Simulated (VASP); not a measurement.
Write the native input for VASP 6.6.1 that does the following.

```yaml
Task: single point
Functional: HSE06
Potentials_or_basis: VASP PAW PBE potentials, release 64 (Hf_pv, C)
Cutoff: 520 eV
k_mesh: 4 × 4 × 4
Occupations: fermi-dirac, width 0.1 eV
Spin: no spin polarisation
Dipole_correction: no
Grid_for_exact_exchange_PRECFOCK: Normal
Further_INCAR_settings: ALGO = Normal; EDIFF = 1e-06; NBANDS = 14
Screening_parameter: 0.2079 1/Å
```

The system is HfC (rock salt type).

```
CELL_PARAMETERS angstrom
0.00000 2.35560 2.35560
2.35560 0.00000 2.35560
2.35560 2.35560 0.00000
ATOMIC_POSITIONS crystal
Hf 0.00000 0.00000 0.00000
C 0.50000 0.50000 0.50000
```

The input as run:

POSCAR

```
HfC
1.0
    0.0000000000      2.3555956139      2.3555956139
    2.3555956139      0.0000000000      2.3555956139
    2.3555956139      2.3555956139      0.0000000000
Hf C
1 1
Direct
    0.0000000000      0.0000000000      0.0000000000
    0.5000000000      0.5000000000      0.5000000000
```

INCAR.step1

```
PREC = Accurate ; ENCUT = 520
EDIFF = 1E-5 ; ISMEAR = -1
SIGMA = 0.1 ; LREAL = F
LASPH = T ; NELM = 80
ALGO = Normal ; ISIF = 2
LWAVE = T ; NBANDS = 14
GGA = PE
```

INCAR.step2

```
PREC = Accurate ; ENCUT = 520
EDIFF = 1E-6 ; ISMEAR = -1
SIGMA = 0.1 ; LREAL = F
LASPH = T ; NELM = 80
ALGO = Normal ; ISIF = 2
LWAVE = F ; LCHARG = T
GGA = PE ; LHFCALC = T
HFSCREEN = 0.2079 ; PRECFOCK = Normal
LELF = T ; LVHAR = T
NBANDS = 14 ; ISTART = 1
```

KPOINTS

```
Automatic mesh
0
Gamma
  4 4 4
```

Potentials or basis: VASP PAW PBE potentials, release 64 (Hf_pv, C).

Launch:

```bash
$ cat potpaw_PBE.64/Hf_pv/POTCAR potpaw_PBE.64/C/POTCAR > POTCAR
$ cp INCAR.step1 INCAR
$ mpirun -np 1 vasp_std > vasp.out
$ cp INCAR.step2 INCAR
$ mpirun -np 1 vasp_std > vasp.out
```

It gave:

The pressure is -12.1 GPa and the band gap on the k mesh is zero (band 7 reaches 6.54 eV, above the bottom of band 8 at 5.12 eV).

Caveat: the k points lie up to 0.58 Å⁻¹ apart; the PAW data sets were made with another functional, which shifts forces and pressure a little; spin-orbit coupling is left out, which moves the levels of the heavy elements.

Run time: 2.9 min on 1 thread of AMD EPYC 7R13 Processor (Zen 3), on a shared host, peak memory 0.22 GiB.
